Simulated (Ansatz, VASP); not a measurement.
**MgI2 in VASP and in Ansatz**

Contents of INCAR:

```
SYSTEM = MgI2
PREC     = Accurate       ! precision mode
ENCUT    = 520            ! plane-wave cutoff, eV
EDIFF    = 1E-6           ! SCF threshold, eV
ISMEAR   = 0              ! smearing method
SIGMA    = 0.05           ! smearing width, eV
LREAL    = .False.        ! projectors in reciprocal space
LASPH    = .True.         ! aspherical terms in the spheres
NELM     = 60             ! most SCF steps
ALGO     = Normal         ! electronic algorithm
ISIF     = 2              ! what is computed and relaxed
LWAVE    = .False.        ! write WAVECAR
LCHARG   = .False.        ! write CHGCAR
NBANDS   = 15             ! bands
```

KPOINTS

```
Automatic mesh
0
Gamma
  6 6 4
  0 0 0
```

POSCAR

```
MgI2
1.0
    4.0409034065      0.0000000000      0.0000000000
   -2.0204517033      3.4995250043      0.0000000000
    0.0000000000      0.0000000000      6.6285688777
Mg I
1 2
Direct
    0.0000000000      0.0000000000      0.0000000000
    0.3333333333      0.6666666667      0.7598241385
    0.6666666667      0.3333333333      0.2401758615
```

Input for Ansatz:

```yaml
crystal:
  lattice:
    - [4.0409034065, 0.0, 0.0]
    - [-2.0204517033, 3.4995250043, 0.0]
    - [0.0, 0.0, 6.6285688777]
  atoms:
    - { symbol: Mg, position: [0.0, 0.0, 0.0] }
    - { symbol: I, position: [0.3333333333, 0.6666666667, 0.7598241385] }
    - { symbol: I, position: [0.6666666667, 0.3333333333, 0.2401758615] }
basis:
  ecutwfc: 520.0
kpoints:
  mp_grid: { grid: [6, 6, 4] }
hamiltonian:
  xc: lda
scf:
  occupations: { method: gaussian, width: 0.05 }
output:
  forces: true
  stress: true
  eigenvalues: true
```

Alike in both runs: task single point; functional LDA; k mesh 6 × 6 × 4; occupations gaussian, width 0.05 eV; no spin polarisation.

|  | VASP | Ansatz |
| --- | --- | --- |
| version | VASP 6.6.1 | Ansatz 0.2.0 |
| potentials or method | VASP PAW LDA potentials, release 64 (Mg, I), cutoff 520 eV | scalar-relativistic, plane waves, PAW |
| valence electrons in the cell | 16 | 44 |

|  | VASP | Ansatz | Ansatz less VASP |
| --- | --- | --- | --- |
| gap on the k mesh at the Fermi level (eV) | 3.33 | 3.35 | +0.020 |
| least direct gap on the mesh (eV) | 3.79 | 3.78 | -0.012 |
| pressure (GPa) | 1.8 | 1.9 | +0.09 |
| traceless stress, the component that is largest in VASP (GPa) | 0.41 | 0.38 | -0.026 |
| rms of the force components (eV/Å) | 0.210 | 0.212 | +0.0028 |

LDA's correlation is that of Perdew and Zunger in VASP and of Perdew and Wang (1992) in Ansatz. Atom by atom the forces differ by 0.003 eV/Å (rms over components). VASP's potentials hold 16 valence electrons a cell and Ansatz's 44, so a difference there can come from the potentials and not from the codes.

Spin-orbit coupling is off throughout.
